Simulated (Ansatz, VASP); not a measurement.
# BiTe: VASP beside Ansatz

File INCAR:

```
SYSTEM = BiTe
PREC     = Accurate       ! precision mode
ENCUT    = 520            ! plane-wave cutoff, eV
EDIFF    = 1E-6           ! SCF threshold, eV
ISMEAR   = 0              ! smearing method
SIGMA    = 0.15           ! smearing width, eV
LREAL    = .False.        ! projectors in reciprocal space
LASPH    = .True.         ! aspherical terms in the spheres
NELM     = 80             ! most SCF steps
ALGO     = Normal         ! electronic algorithm
ISIF     = 2              ! what is computed and relaxed
LWAVE    = .False.        ! write WAVECAR
LCHARG   = .False.        ! write CHGCAR
GGA      = PS             ! functional
NBANDS   = 18             ! bands
```

KPOINTS

```
regular mesh
0
Gamma
  12 12 12
  0 0 0
```

The input POSCAR:

```
BiTe
1.0
    2.4227077728      1.3987509848      3.2675325752
   -2.4227077728      1.3987509848      3.2675325752
    0.0000000000     -2.7975019696      3.2675325752
Bi Te
1 1
Direct
    0.5000000000      0.5000000000      0.5000000000
    0.0000000000      0.0000000000      0.0000000000
```

Input for Ansatz:

```yaml
crystal:
  lattice:
    - [2.4227077728, 1.3987509848, 3.2675325752]
    - [-2.4227077728, 1.3987509848, 3.2675325752]
    - [0.0, -2.7975019696, 3.2675325752]
  atoms:
    - { symbol: Bi, position: [0.5, 0.5, 0.5] }
    - { symbol: Te, position: [0.0, 0.0, 0.0] }
basis:
  ecutwfc: 420
kpoints:
  mp_grid: { grid: [12, 12, 12] }
hamiltonian:
  xc: pbesol
scf:
  occupations: { method: gaussian, width: 0.15 }
output:
  forces: true
  stress: true
  eigenvalues: true
```

Change from the starting cell: strain +0.000 along x and y, -0.015 along z, atoms carried along.

Alike in both runs: task single point; functional PBEsol; k mesh 12 × 12 × 12; occupations gaussian, width 0.15 eV; no spin polarisation.

|  | VASP | Ansatz |
| --- | --- | --- |
| version | VASP 6.6.1 | Ansatz 0.2.0 |
| potentials or method | VASP PAW PBE potentials, release 64 (Bi_d, Te), cutoff 520 eV | scalar-relativistic, plane waves, PAW |
| valence electrons in the cell | 21 | 31 |

```tsv
	VASP	Ansatz	Ansatz less VASP
gap on the k mesh at the Fermi level (eV)	none	none	-
pressure (GPa)	-2.0	-2.0	+0.03
traceless stress, the component that is largest in VASP (GPa)	0.25	0.25	+0.002
```

VASP's potentials were made for PBE, not for PBEsol. A gap of «none» marks a metal or a gap that the smearing closes. VASP's potentials hold 21 valence electrons a cell and Ansatz's 31, so a difference there can come from the potentials and not from the codes.

Spin-orbit coupling is off throughout.
